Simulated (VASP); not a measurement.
Wanted: the native input for a VASP 6.6.1 run.

```
Task                   : single point
Functional             : PBE
Potentials or basis    : VASP PAW PBE potentials, release 64 (Mg, Cd, Se)
Cutoff                 : 520 eV
k mesh                 : 6 × 6 × 4
Occupations            : gaussian, width 0.1 eV
Spin                   : no spin polarisation
Dipole correction      : no
Further INCAR settings : ALGO = Normal; EDIFF = 1e-07; NBANDS = 34
```

The structure of MgCd3Se2 lies in POSCAR:

```
MgCd3Se2
1.0
    4.6585814900      0.0000000000      0.0000000000
   -2.3292907500      4.0344499200      0.0000000000
    0.0000000000      0.0000000000      7.4034511000
Mg Cd Se
1 3 2
Direct
    0.0000000000      0.0000000000      0.0000000000
    0.5196066500      0.4803933500      0.0000000000
    0.5196066500      0.0392133100      0.0000000000
    0.9607866900      0.4803933500      0.0000000000
    0.0000000000      0.0000000000      0.7522432300
    0.0000000000      0.0000000000      0.2477567700
```

The input as run:

INCAR

```
ALGO = Normal ; EDIFF = 1E-7
ENCUT = 520 ; GGA = PE
ISIF = 2 ; ISMEAR = 0
LASPH = True ; LCHARG = False
LREAL = False ; LWAVE = False
NBANDS = 34 ; NELM = 80
PREC = Accurate ; SIGMA = 0.1
```

KPOINTS

```
k-points
0
Gamma
  6 6 4
```

Potentials or basis: VASP PAW PBE potentials, release 64 (Mg, Cd, Se).

The run is started by

```console
$ cat potpaw_PBE.64/Mg/POTCAR potpaw_PBE.64/Cd/POTCAR potpaw_PBE.64/Se/POTCAR > POTCAR
$ mpirun -np 1 vasp_std > vasp.out
```

Results of the run:

```yaml
Pressure: 87.0 GPa
Largest_force: 23.528 eV/Å
Band_gap_on_the_k_mesh: 0.22 eV, indirect (least direct gap 0.99 eV)
```

Caveat: forces of over 1 eV/Å act on the atoms, so gaps and moduli don't describe the material at rest.

Run time: 86 s on 1 thread of Intel(R) Xeon(R) Platinum 8488C (Sapphire Rapids) (shared host), peak memory 0.31 GiB.
